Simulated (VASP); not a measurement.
# Pt (P6_3/mmc) in VASP: notebook, part 3 of 3

VASP 6.6.1. The steps go on from the part before.

## (6) Single point, PBEsol

This run uses another cell than the first one, of 16.13 Å³/atom, 1.085 times its volume.

Contents of INCAR:

```
SYSTEM = Pt
ALGO = Normal
EDIFF = 1E-6
ENCUT = 520
GGA = PS
ISIF = 2
ISMEAR = -1
LASPH = .TRUE.
LCHARG = .TRUE.
LELF = .TRUE.
LREAL = .FALSE.
LVHAR = .TRUE.
LWAVE = .FALSE.
NBANDS = 17
NELM = 100
PREC = Accurate
SIGMA = 0.1
```

Contents of KPOINTS:

```
k-points
0
G
  12 12 6
  0 0 0
```

Contents of POSCAR:

```
Pt
1.0
    2.7789490891      0.0000000000      0.0000000000
   -1.3894745446      2.4066406204      0.0000000000
    0.0000000000      0.0000000000      4.8238709117
Pt
2
Direct
    0.6666666667      0.3333333333      0.7500000000
    0.3333333333      0.6666666667      0.2500000000
```

Potentials or basis: VASP PAW PBE potentials, release 64 (Pt).

The run is started by

```
$ cat potpaw_PBE.64/Pt/POTCAR > POTCAR
$ mpirun -np 1 vasp_std > vasp.out
```

OUTCAR:

```text
SYSTEM = Pt
   EDIFF = 1E-6
   ENCUT = 520
   GGA = PS
   ISIF = 2
   ISMEAR = -1
   LASPH = .TRUE.
   LREAL = .FALSE.
   NELM = 100
   PREC = Accurate

 ion  position               nearest neighbor table
   1  0.667  0.333  0.750-   2 2.90   2 2.90   2 2.90   2 2.90   2 2.90   2 2.90
   2  0.333  0.667  0.250-   1 2.90   1 2.90   1 2.90   1 2.90   1 2.90   1 2.90

  LATTYP: Found a hexagonal cell.
 ALAT       =     2.7789490891
 C/A-ratio  =     1.7358615639

  Lattice vectors:

 A1 = (   2.7789490891,   0.0000000000,   0.0000000000)
 A2 = (  -1.3894745446,   2.4066406204,   0.0000000000)
 A3 = (   0.0000000000,   0.0000000000,   4.8238709117)

Analysis of symmetry for initial positions (statically):
=====================================================================
 Subroutine PRICEL returns:
 Original cell was already a primitive cell.

 Routine SETGRP: Setting up the symmetry group for a
 hexagonal supercell.

 Subroutine GETGRP returns: Found 24 space group operations
 (whereof 12 operations were pure point group operations)
 out of a pool of 24 trial point group operations.

The static configuration has the point symmetry D_3d.
 The point group associated with its full space group is D_6h.

Analysis of symmetry for dynamics (positions and initial velocities):
=====================================================================
 Subroutine PRICEL returns:
 Original cell was already a primitive cell.

 Routine SETGRP: Setting up the symmetry group for a
 hexagonal supercell.

 Subroutine GETGRP returns: Found 24 space group operations
 (whereof 12 operations were pure point group operations)
 out of a pool of 24 trial point group operations.

The dynamic configuration has the point symmetry D_3d.
 The point group associated with its full space group is D_6h.

 Subroutine INISYM returns: Found 24 space group operations
 (whereof 12 operations are pure point group operations),
 and found     1 'primitive' translations

----------------------------------------------------------------------------------------

                                     Primitive cell

  volume of cell :      32.2617

  direct lattice vectors                    reciprocal lattice vectors
     2.778949089  0.000000000  0.000000000     0.359848262  0.207758481  0.000000000
    -1.389474545  2.406640620  0.000000000     0.000000000  0.415516962  0.000000000
     0.000000000  0.000000000  4.823870912     0.000000000  0.000000000  0.207302396

  length of vectors
     2.778949089  2.778949187  4.823870912     0.415516977  0.415516962  0.207302396

  position of ions in fractional coordinates (direct lattice)
     0.666666667  0.333333333  0.750000000
     0.333333333  0.666666667  0.250000000

  ion indices of the primitive-cell ions
   primitive index   ion index
                 1           1
                 2           2

----------------------------------------------------------------------------------------

 KPOINTS: k-points

Automatic generation of k-mesh.
 Grid dimensions read from file:
 generate k-points for:   12   12    6

 Generating k-lattice:

  Cartesian coordinates                     Fractional coordinates (reciprocal lattice)
     0.029987355  0.017313207  0.000000000     0.083333333  0.000000000  0.000000000
     0.000000000  0.034626414  0.000000000     0.000000000  0.083333333  0.000000000
     0.000000000  0.000000000  0.034550399     0.000000000  0.000000000  0.166666667

  Length of vectors
     0.034626415  0.034626414  0.034550399

  Shift w.r.t. Gamma in fractional coordinates (k-lattice)
     0.000000000  0.000000000  0.000000000

 Subroutine IBZKPT returns following result:
 ===========================================

 Found     76 irreducible k-points:

 Following reciprocal coordinates:
            Coordinates               Weight
  0.000000  0.000000  0.000000      1.000000
  0.083333 -0.000000  0.000000      6.000000
  0.166667 -0.000000  0.000000      6.000000
  0.250000  0.000000  0.000000      6.000000
  0.333333 -0.000000  0.000000      6.000000
  0.416667 -0.000000  0.000000      6.000000
[... 16 lines left out ...]
  0.250000  0.000000  0.166667     12.000000
  0.333333 -0.000000  0.166667     12.000000
 [... further k-points ...]
   k-points           NKPTS =     76   k-points in BZ     NKDIM =     76   number of bands    NBANDS=     17
   number of dos      NEDOS =    301   number of ions     NIONS =      2
   total plane-waves  NPLWV =  20736
   dimension x,y,z NGX =    24 NGY =   24 NGZ =   36
   dimension x,y,z NGXF=    48 NGYF=   48 NGZF=   72
   ions per type =               2
   NGX,Y,Z   is equivalent  to a cutoff of  14.36, 14.36, 12.41 a.u.
   NGXF,Y,Z  is equivalent  to a cutoff of  28.72, 28.72, 24.81 a.u.
 SYSTEM =  Pt
   PREC   = accura    normal or accurate (medium, high low for compatibility)
   ISTART =      0    job   : 0-new  1-cont  2-samecut
   ICHARG =      2    charge: 1-file 2-atom 10-const
   ISPIN  =      1    spin polarized calculation?
   LNONCOLLINEAR =      F non collinear calculations
   LSORBIT =      F    spin-orbit coupling
   LASPH  =      T    aspherical Exc in radial PAW
   ENCUT  =  520.0 eV  38.22 Ry    6.18 a.u.   5.17  5.17  8.97*2*pi/ulx,y,z
   NELM   =    100;   NELMIN=  2; NELMDL= -5     # of ELM steps
   EDIFF  = 0.1E-05   stopping-criterion for ELM
   LREAL  =      F    real-space projection
   EDIFFG = 0.1E-04   stopping-criterion for IOM
   NSW    =      0    number of steps for IOM
   IBRION =     -1    ionic relax: 0-MD 1-quasi-New 2-CG
   NFREE  =      0    steps in history (QN), initial steepest desc. (CG)
   ISIF   =      2    stress and relaxation
   ISYM   =      2    0-nonsym 1-usesym 2-fastsym
   POTIM  = 0.5000    time-step for ionic-motion
   TEBEG  =    0.0;   TEEND  =   0.0 temperature during run
   PSTRESS=    0.0 pullay stress
   NELECT =      20.0000    total number of electrons
   NUPDOWN=      -1.0000    fix difference up-down
   EMIN   =  10.00;   EMAX   =-10.00  energy-range for DOS
   EFERMI =   0.00;   METHOD = LEGACY
   ISMEAR =    -1;   SIGMA  =   0.10  broadening in eV -4-tet -1-fermi 0-gaus
   EFERMI_NEDOS =   21; number of points for ismear=-14 and -15
   IALGO  =     38    algorithm
   IMIX   =      4    mixing-type and parameters
     AMIX     =   0.40;   BMIX     =  1.00
     AMIX_MAG =   1.60;   BMIX_MAG =  1.00
  volume/ion in A,a.u.               =      16.13       108.86
  Fermi-wavevector in a.u.,A,eV,Ry     =   1.395904  2.637877 26.511618  1.948549
  Thomas-Fermi vector in A             =   2.519311
   LORBIT       =      0    0 simple, 1 ext, 2 COOP (PROOUT), +10 PAW based schemes
   GGA     = PS    functional components
   LHFCALC =     F    Hartree Fock is set to
   AEXX    =    0.0000 exact exchange contribution
   IVDW    =     0    specifies the selected vdW correction
   LEPSILON=     F    determine dielectric tensor
   LRPA    =     F    only Hartree local field effects (RPA)
 non-spin polarized calculation
  energy-cutoff  :      520.00
  volume of cell :       32.26
 maximum number of plane-waves:       893
 NGX is ok and might be reduce to    24
   NGX = 11   NGY = 11   NGZ = 17

 number of electron      20.0000002 magnetization

 Free energy of the ion-electron system (eV)
  ---------------------------------------------------
  ext. energy  EPLUGINS =         0.00000000
  ---------------------------------------------------
  free energy    TOTEN  =       -13.75944923 eV

  energy without entropy =      -13.63508489  energy(sigma->0) =      -13.69726706

 E-fermi :   9.8268     XC(G=0): -13.2279

 val. band max:        9.8237284785   @ k =   0.3333  -0.0000   0.0000
 cond. band min:       9.8268236532   @ k =   0.5000   0.0000   0.0000
 fundamental gap:      0.0030951747
 Fermi energy:         9.8267953183

 k-point     1 :       0.0000    0.0000    0.0000
  band No.  band energies     occupation
      1       0.2852      2.00000
      2       2.9346      2.00000
      3       6.0059      2.00000
      4       6.5168      2.00000
      5       6.5168      2.00000
      6       6.8691      2.00000
[... 9 lines left out ...]
     16      27.0878      0.00000
     17      30.6097      0.00000
[... 441 lines left out ...]
 k-point    24 :       0.3333   -0.0000    0.1667
  band No.  band energies     occupation
      1       3.1502      2.00000
      2       4.0473      2.00000
      3       4.9765      2.00000
      4       5.6702      2.00000
      5       6.6672      2.00000
      6       7.2032      2.00000
[... 9 lines left out ...]
     16      24.0899      0.00000
     17      25.4601      0.00000

 [... further k-points ...]

------------------------ aborting loop because EDIFF is reached ----------------------------------------

  FORCE on cell =-STRESS in cart. coord.  units (eV):
  Direction    XX          YY          ZZ          XY          YZ          ZX
  --------------------------------------------------------------------------------------
  -------------------------------------------------------------------------------------
  Total       -3.0044358     -3.0044361     -3.0398392      0.0000000      0.0000000     -0.0000000
  in kB     -149.2059033   -149.2059173   -150.9641015      0.0000000      0.0000000     -0.0000000
  external PRESSURE =    -149.7919740 kB  Pullay stress =       0.0000000 kB

 VOLUME and BASIS-vectors are now :
 -----------------------------------------------------------------------------
  energy-cutoff  :      520.00
  volume of cell :       32.26
      direct lattice vectors                 reciprocal lattice vectors
     2.778949089  0.000000000  0.000000000     0.359848262  0.207758481  0.000000000
    -1.389474545  2.406640620  0.000000000     0.000000000  0.415516962  0.000000000
     0.000000000  0.000000000  4.823870912     0.000000000  0.000000000  0.207302396

 POSITION                                       TOTAL-FORCE (eV/Angst)
 -----------------------------------------------------------------------------------
      1.38947      0.80221      3.61790        -0.000000     -0.000000      0.000000
     -0.00000      1.60443      1.20597         0.000000      0.000000      0.000000
 -----------------------------------------------------------------------------------
    total drift:                               -0.000000      0.000000     -0.000000

  FREE ENERGIE OF THE ION-ELECTRON SYSTEM (eV)
  ---------------------------------------------------
  free  energy   TOTEN  =       -13.7594492306 eV

  energy  without entropy=      -13.6350848882  energy(sigma->0) =      -13.69726706
```

OSZICAR:

```text
N       E                     dE             d eps       ncg     rms          rms(c)
DAV:   1     0.988239288849E+02    0.98824E+02   -0.10382E+04  2584   0.113E+03
DAV:   2    -0.127750223558E+02   -0.11160E+03   -0.10581E+03  2793   0.241E+02
DAV:   3    -0.146732458755E+02   -0.18982E+01   -0.18679E+01  3162   0.310E+01
DAV:   4    -0.146828818725E+02   -0.96360E-02   -0.96341E-02  3058   0.233E+00
DAV:   5    -0.146829773872E+02   -0.95515E-04   -0.95514E-04  3164   0.242E-01    0.157E+01
DAV:   6    -0.138369995090E+02    0.84598E+00   -0.14093E+00  2699   0.104E+01    0.801E+00
DAV:   7    -0.137669876622E+02    0.70012E-01   -0.18791E-01  3101   0.374E+00    0.309E+00
DAV:   8    -0.137598847803E+02    0.71029E-02   -0.18054E-02  2763   0.109E+00    0.837E-01
DAV:   9    -0.137594391810E+02    0.44560E-03   -0.37744E-04  2856   0.165E-01    0.413E-02
DAV:  10    -0.137594480739E+02   -0.88929E-05   -0.60359E-06  3220   0.161E-02    0.716E-03
DAV:  11    -0.137594493126E+02   -0.12387E-05   -0.40133E-07  1572   0.502E-03    0.485E-03
DAV:  12    -0.137594492306E+02    0.82049E-07   -0.53977E-08  1362   0.203E-03
   1 F= -.13759449E+02 E0= -.13697267E+02  d E =-.124364E+00
```

stdout:

```text
POSCAR found type information on POSCAR Pt
 POSCAR found :  1 types and       2 ions
 scaLAPACK will be used
 -----------------------------------------------------------------------------
|                                                                             |
|                                                                             |
|     You enforced a specific xc type in the INCAR file but a different       |
|     I HOPE YOU KNOW WHAT YOU ARE DOING!                                     |
|                                                                             |
 -----------------------------------------------------------------------------

 LDA part: xc-table for (Slater+PW92), standard interpolation
 POSCAR, INCAR and KPOINTS ok, starting setup
 FFT: planning ... GRIDC
 FFT: planning ... GRID_SOFT
 FFT: planning ... GRID
 WAVECAR not read
 entering main loop
```

It took 12 s on 1 thread of Intel Xeon 6975P-C (Granite Rapids), shared host; peak memory 0.17 GiB.

What came out:

```yaml
Free_energy: -13.7594 eV
Pressure: -15.0 GPa
Band_gap_on_the_k_mesh: zero (band 10 reaches 10.30 eV, above the bottom of band 11 at 9.06 eV)
```

Caveat: the PAW data sets were made with another functional, which shifts forces and pressure a little; spin-orbit coupling is left out, which moves the levels of the heavy elements.

## (7) The runs side by side

```csv
cell,gap on the mesh (eV),pressure (GPa)
"a = 2.704, b = 2.704, c = 4.694 Å, angles 90.0, 90.0, 120.0°, 2 atoms",none,5.6
"a = 2.723, b = 2.723, c = 4.727 Å, angles 90.0, 90.0, 120.0°, 2 atoms",none,-0.6
"a = 2.742, b = 2.742, c = 4.760 Å, angles 90.0, 90.0, 120.0°, 2 atoms",none,-6.1
"a = 2.761, b = 2.761, c = 4.792 Å, angles 90.0, 90.0, 120.0°, 2 atoms",none,-10.8
"a = 2.779, b = 2.779, c = 4.824 Å, angles 90.0, 90.0, 120.0°, 2 atoms",none,-15.0
```

Alike in all rows: task single point; level PBEsol; potentials or basis VASP PAW PBE potentials, release 64 (Pt); no spin polarisation; k mesh 12 × 12 × 6; cutoff (eV) 520; smearing fermi-dirac 0.1 eV.

Caveats: the PAW data sets were made with another functional, which shifts forces and pressure a little; spin-orbit coupling is left out, which moves the levels of the heavy elements.

Absolute energies hang on the potentials; compare differences alone.
